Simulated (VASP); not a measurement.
# AlP: single point with PBE

AlP:

```xyz
2
Lattice="0.0000 2.7546 2.7546 2.7546 0.0000 2.7546 2.7546 2.7546 0.0000" Properties=species:S:1:pos:R:3 pbc="T T T"
Al    0.0000    0.0000    0.0000
P     4.1319    4.1319    4.1319
```

```
Program             : VASP 6.6.1
Task                : single point
Functional          : PBE
Potentials or basis : VASP PAW PBE potentials, release 64 (Al, P)
Cutoff              : 500 eV
k mesh              : 1 × 1 × 1, shifted
Occupations         : methfessel-paxton, width 0.136057 eV
Spin                : collinear spin, zero start
Starting moments    : [0.0, 0.0] μB
```

The pressure is -0.4 GPa, the band gap on the k mesh is 4.65 eV and the net moment is 0.00 μB per cell. The valence electrons inside the program's atomic spheres are Al 0.77; P 2.59.

Levels at points of the mesh, in eV from the valence-band top:
Spin up:
| k point | band 1 | band 2 | band 3 | band 4 | band 5 | band 6 | band 7 | band 8 | band 9 |
| --- | --- | --- | --- | --- | --- | --- | --- | --- | --- |
| (0.19, 0.49, 0.22) | -9.07 | -3.53 | -1.70 | 0.00 | 4.65 | 6.15 | 6.92 | 7.56 | 8.77 |
Spin down:
```tsv
k point	band 1	band 2	band 3	band 4	band 5	band 6	band 7	band 8
(0.19, 0.49, 0.22)	-9.07	-3.53	-1.70	0.00	4.65	6.15	6.92	7.56
```

It took 3.7 s on 1 thread of Intel(R) Xeon(R) Platinum 8488C (Sapphire Rapids), on a shared host, peak memory 0.15 GiB.

Caveat: the k points lie up to 1.98 Å⁻¹ apart. A k mesh can miss the band edges.
